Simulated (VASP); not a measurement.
# Hg (I4/mmm) in VASP: a series of runs

Runs on Hg. Level: PBE+D3(BJ). Tasks: single point.

Program: VASP 6.6.1. These are calculated values, not measurements. Logs are shortened: lines on timing, memory, paths and dates and some standing lists are left out, and cuts for length are marked.

### 1 The cell of the first run

It takes space group I4/mmm (No. 139, tetragonal). Conventional cell: a = 3.932 Å, b = 3.932 Å, c = 3.695 Å, α = 90.00°, β = 90.00°, γ = 90.00°. Hg (site symmetry 4/mmm) has 14 Hg at 3.34 to 3.93 Å within 4.4 Å.

### 2 Single point, PBE+D3(BJ) (strain -0.050 along x and y, +0.025 along z)

INCAR

```
ALGO = Fast
EDIFF = 1E-6
ENCUT = 520
GGA = PE
ISIF = 2
ISMEAR = 0
IVDW = 12
LASPH = True
LCHARG = True
LELF = True
LREAL = False
LVHAR = True
LWAVE = False
NBANDS = 12
NELM = 80
PREC = Accurate
SIGMA = 0.15
```

KPOINTS

```
k-points
0
Gamma
  18 18 18
```

POSCAR

```
Hg
1.0
   -1.9662102500      1.9662102500      1.8473144500
    1.9662102500     -1.9662102500      1.8473144500
    1.9662102500      1.9662102500     -1.8473144500
Hg
1
Direct
    0.0000000000      0.0000000000      0.0000000000
```

Potentials or basis: VASP PAW PBE potentials, release 64 (Hg).

The run is started by

```bash
cat potpaw_PBE.64/Hg/POTCAR > POTCAR
mpirun -np 1 vasp_std > vasp.out
```

OUTCAR:

```text
EDIFF = 1E-6
   ENCUT = 520
   GGA = PE
   ISIF = 2
   ISMEAR = 0
   IVDW = 12
   LASPH = True
   LREAL = False
   NELM = 80
   PREC = Accurate
 IVDW          = 12

 ion  position               nearest neighbor table
   1  0.000  0.000  0.000-

  LATTYP: Found a body centered tetragonal cell.
 ALAT       =     3.9324205000
 C/A-ratio  =     0.9395304749

  Lattice vectors:

 A1 = (  -1.9662102500,   1.9662102500,   1.8473144500)
 A2 = (   1.9662102500,  -1.9662102500,   1.8473144500)
 A3 = (   1.9662102500,   1.9662102500,  -1.8473144500)

Analysis of symmetry for initial positions (statically):
=====================================================================
 Subroutine PRICEL returns:
 Original cell was already a primitive cell.

 Routine SETGRP: Setting up the symmetry group for a
 body centered tetragonal supercell.

 Subroutine GETGRP returns: Found 16 space group operations
 (whereof 16 operations were pure point group operations)
 out of a pool of 16 trial point group operations.

The static configuration has the point symmetry D_4h.

Analysis of symmetry for dynamics (positions and initial velocities):
=====================================================================
 Subroutine PRICEL returns:
 Original cell was already a primitive cell.

 Routine SETGRP: Setting up the symmetry group for a
 body centered tetragonal supercell.

 Subroutine GETGRP returns: Found 16 space group operations
 (whereof 16 operations were pure point group operations)
 out of a pool of 16 trial point group operations.

The dynamic configuration has the point symmetry D_4h.

 Subroutine INISYM returns: Found 16 space group operations
 (whereof 16 operations are pure point group operations),
 and found     1 'primitive' translations

----------------------------------------------------------------------------------------

                                     Primitive cell

  volume of cell :      28.5667

  direct lattice vectors                    reciprocal lattice vectors
    -1.966210250  1.966210250  1.847314450     0.000000000  0.254296304  0.270663178
     1.966210250 -1.966210250  1.847314450     0.254296304  0.000000000  0.270663178
     1.966210250  1.966210250 -1.847314450     0.254296304  0.254296304  0.000000000

  length of vectors
     3.338343327  3.338343327  3.338343327     0.371382776  0.371382776  0.359629282

  position of ions in fractional coordinates (direct lattice)
     0.000000000  0.000000000  0.000000000

  ion indices of the primitive-cell ions
   primitive index   ion index
                 1           1

----------------------------------------------------------------------------------------

 KPOINTS: k-points

Automatic generation of k-mesh.
 Grid dimensions read from file:
 generate k-points for:   18   18   18

 Generating k-lattice:

  Cartesian coordinates                     Fractional coordinates (reciprocal lattice)
     0.000000000  0.014127572  0.015036843     0.055555556  0.000000000  0.000000000
     0.014127572  0.000000000  0.015036843     0.000000000  0.055555556  0.000000000
     0.014127572  0.014127572  0.000000000     0.000000000  0.000000000  0.055555556

  Length of vectors
     0.020632376  0.020632376  0.019979405

  Shift w.r.t. Gamma in fractional coordinates (k-lattice)
     0.000000000  0.000000000  0.000000000

 Subroutine IBZKPT returns following result:
 ===========================================

 Found    480 irreducible k-points:

 Following reciprocal coordinates:
            Coordinates               Weight
  0.000000  0.000000  0.000000      1.000000
  0.055556 -0.000000  0.000000      8.000000
  0.111111 -0.000000  0.000000      8.000000
  0.166667 -0.000000  0.000000      8.000000
  0.222222 -0.000000  0.000000      8.000000
  0.277778 -0.000000  0.000000      8.000000
[... 16 lines left out ...]
 -0.277778  0.055556 -0.000000     16.000000
 -0.222222  0.055556 -0.000000     16.000000
 [... further k-points ...]
   k-points           NKPTS =    480   k-points in BZ     NKDIM =    480   number of bands    NBANDS=     12
   number of dos      NEDOS =    301   number of ions     NIONS =      1
   total plane-waves  NPLWV =  21952
   dimension x,y,z NGX =    28 NGY =   28 NGZ =   28
   dimension x,y,z NGXF=    56 NGYF=   56 NGZF=   56
   ions per type =               1
   NGX,Y,Z   is equivalent  to a cutoff of  13.94, 13.94, 13.94 a.u.
   NGXF,Y,Z  is equivalent  to a cutoff of  27.89, 27.89, 27.89 a.u.
 SYSTEM =  unknown system
   PREC   = accura    normal or accurate (medium, high low for compatibility)
   ISTART =      0    job   : 0-new  1-cont  2-samecut
   ICHARG =      2    charge: 1-file 2-atom 10-const
   ISPIN  =      1    spin polarized calculation?
   LNONCOLLINEAR =      F non collinear calculations
   LSORBIT =      F    spin-orbit coupling
   LASPH  =      T    aspherical Exc in radial PAW
   ENCUT  =  520.0 eV  38.22 Ry    6.18 a.u.   6.21  6.21  6.21*2*pi/ulx,y,z
   NELM   =     80;   NELMIN=  2; NELMDL= -5     # of ELM steps
   EDIFF  = 0.1E-05   stopping-criterion for ELM
   LREAL  =      F    real-space projection
   EDIFFG = 0.1E-04   stopping-criterion for IOM
   NSW    =      0    number of steps for IOM
   IBRION =     -1    ionic relax: 0-MD 1-quasi-New 2-CG
   NFREE  =      0    steps in history (QN), initial steepest desc. (CG)
   ISIF   =      2    stress and relaxation
   ISYM   =      2    0-nonsym 1-usesym 2-fastsym
   POTIM  = 0.5000    time-step for ionic-motion
   TEBEG  =    0.0;   TEEND  =   0.0 temperature during run
   PSTRESS=    0.0 pullay stress
   NELECT =      12.0000    total number of electrons
   NUPDOWN=      -1.0000    fix difference up-down
   EMIN   =  10.00;   EMAX   =-10.00  energy-range for DOS
   EFERMI =   0.00;   METHOD = LEGACY
   ISMEAR =     0;   SIGMA  =   0.15  broadening in eV -4-tet -1-fermi 0-gaus
   EFERMI_NEDOS =   21; number of points for ismear=-14 and -15
   IALGO  =     68    algorithm
   IMIX   =      4    mixing-type and parameters
     AMIX     =   0.40;   BMIX     =  1.00
     AMIX_MAG =   1.60;   BMIX_MAG =  1.00
  volume/ion in A,a.u.               =      28.57       192.78
  Fermi-wavevector in a.u.,A,eV,Ry     =   1.226069  2.316935 20.452901  1.503246
  Thomas-Fermi vector in A             =   2.361084
   LORBIT       =      0    0 simple, 1 ext, 2 COOP (PROOUT), +10 PAW based schemes
   GGA     = PE    functional components
   LHFCALC =     F    Hartree Fock is set to
   AEXX    =    0.0000 exact exchange contribution
   IVDW    =    12    specifies the selected vdW correction
   LEPSILON=     F    determine dielectric tensor
   LRPA    =     F    only Hartree local field effects (RPA)
 non-spin polarized calculation
 RMM-DIIS sequential band-by-band and
 Gauss-broadening in eV      SIGMA  =   0.15
  energy-cutoff  :      520.00
  volume of cell :       28.57
 maximum number of plane-waves:       795
 NGX is ok and might be reduce to    28
   NGX = 13   NGY = 13   NGZ = 13

 number of electron      12.0000001 magnetization

 Free energy of the ion-electron system (eV)
  ---------------------------------------------------
  ext. energy  EPLUGINS =         0.00000000
  ---------------------------------------------------
  free energy    TOTEN  =        -0.17966697 eV

  energy without entropy =       -0.17709952  energy(sigma->0) =       -0.17838324

 E-fermi :   1.3398     XC(G=0):  -9.8259

 val. band max:        1.3220220567   @ k =   0.5000   0.0556   0.0000
 cond. band min:       1.3489516130   @ k =  -0.4444   0.4444   0.3889
 fundamental gap:      0.0269295563
 Fermi energy:         1.3397704703

 k-point     1 :       0.0000    0.0000    0.0000
  band No.  band energies     occupation
      1      -6.2298      2.00000
      2      -5.2513      2.00000
      3      -5.1230      2.00000
      4      -5.1230      2.00000
      5      -4.6395      2.00000
      6      -4.5028      2.00000
      7      14.6702      0.00000
      8      14.6702      0.00000
      9      15.7273      0.00000
     10      16.0695      0.00000
     11      16.0695      0.00000
     12      16.5018      0.00000

 k-point     2 :       0.0556   -0.0000    0.0000
  band No.  band energies     occupation
      1      -6.1569      2.00000
      2      -5.2430      2.00000
      3      -5.1195      2.00000
      4      -5.1133      2.00000
      5      -4.6380      2.00000
      6      -4.5117      2.00000
      7      14.2997      0.00000
      8      14.4520      0.00000
      9      15.0237      0.00000
     10      15.8472      0.00000
     11      15.9539      0.00000
     12      16.3878      0.00000

 k-point     3 :       0.1111   -0.0000    0.0000
  band No.  band energies     occupation
      1      -5.9490      2.00000
      2      -5.2451      2.00000
      3      -5.1018      2.00000
      4      -5.0581      2.00000
      5      -4.6331      2.00000
      6      -4.5335      2.00000
      7      12.8319      0.00000
      8      13.8459      0.00000
      9      14.0424      0.00000
     10      15.4035      0.00000
     11      15.7433      0.00000
     12      16.5459      0.00000
[... 286 lines left out ...]
 k-point    23 :      -0.2778    0.0556   -0.0000
  band No.  band energies     occupation
      1      -5.4630      2.00000
      2      -5.3448      2.00000
      3      -4.7680      2.00000
      4      -4.6390      2.00000
      5      -4.5733      2.00000
      6      -4.2704      2.00000
      7       7.9429      0.00000
      8      10.9785      0.00000
      9      12.1188      0.00000
     10      14.7574      0.00000
     11      15.9871      0.00000
     12      17.9560      0.00000

 k-point    24 :      -0.2222    0.0556   -0.0000
  band No.  band energies     occupation
      1      -5.5275      2.00000
      2      -5.2923      2.00000
      3      -5.0018      2.00000
      4      -4.7457      2.00000
      5      -4.6518      2.00000
      6      -4.5351      2.00000
      7       9.8365      0.00000
      8      11.7575      0.00000
      9      12.9036      0.00000
     10      14.9895      0.00000
     11      16.2269      0.00000
     12      17.2627      0.00000

 [... further k-points ...]

------------------------ aborting loop because EDIFF is reached ----------------------------------------

 Edisp (eV)   -0.36778

 E8    (eV) :    -0.1675

  FORCE on cell =-STRESS in cart. coord.  units (eV):
  Direction    XX          YY          ZZ          XY          YZ          ZX
  --------------------------------------------------------------------------------------
  -------------------------------------------------------------------------------------
  Total      -0.30361    -0.30361    -0.25258     0.00000    -0.00000     0.00000
  in kB     -17.02790   -17.02790   -14.16583     0.00000    -0.00000     0.00000
  external pressure =      -16.07 kB  Pullay stress =        0.00 kB

 VOLUME and BASIS-vectors are now :
 -----------------------------------------------------------------------------
  energy-cutoff  :      520.00
  volume of cell :       28.57
      direct lattice vectors                 reciprocal lattice vectors
    -1.966210250  1.966210250  1.847314450     0.000000000  0.254296304  0.270663178
     1.966210250 -1.966210250  1.847314450     0.254296304  0.000000000  0.270663178
     1.966210250  1.966210250 -1.847314450     0.254296304  0.254296304  0.000000000

 POSITION                                       TOTAL-FORCE (eV/Angst)
 -----------------------------------------------------------------------------------
      0.00000      0.00000      0.00000        -0.000000      0.000000      0.000000
 -----------------------------------------------------------------------------------
    total drift:                               -0.000000     -0.000000     -0.000000

  FREE ENERGIE OF THE ION-ELECTRON SYSTEM (eV)
  ---------------------------------------------------
  free  energy   TOTEN  =        -0.5474515538 eV

  energy  without entropy=       -0.5448840956  energy(sigma->0) =       -0.54616782
```

Run time: 57 s. Hardware: 1 thread of Intel Xeon 6975P-C (Granite Rapids), shared host; peak memory 0.29 GiB.

What came out:

```yaml
Free_energy: -0.5475 eV
Pressure: -1.6 GPa
Band_gap_on_the_k_mesh: zero (band 6 reaches 3.21 eV, above the bottom of band 7 at 0.62 eV)
Dispersion_energy_per_atom: -0.368 eV
```

Caveat: the cell differs from its parent crystal (strain -0.050 along x and y, +0.025 along z); spin-orbit coupling is left out, which moves the levels of the heavy elements; pairwise dispersion overbinds metals, which lowers pressure and volume.

(Continued in part 2 of 2.)
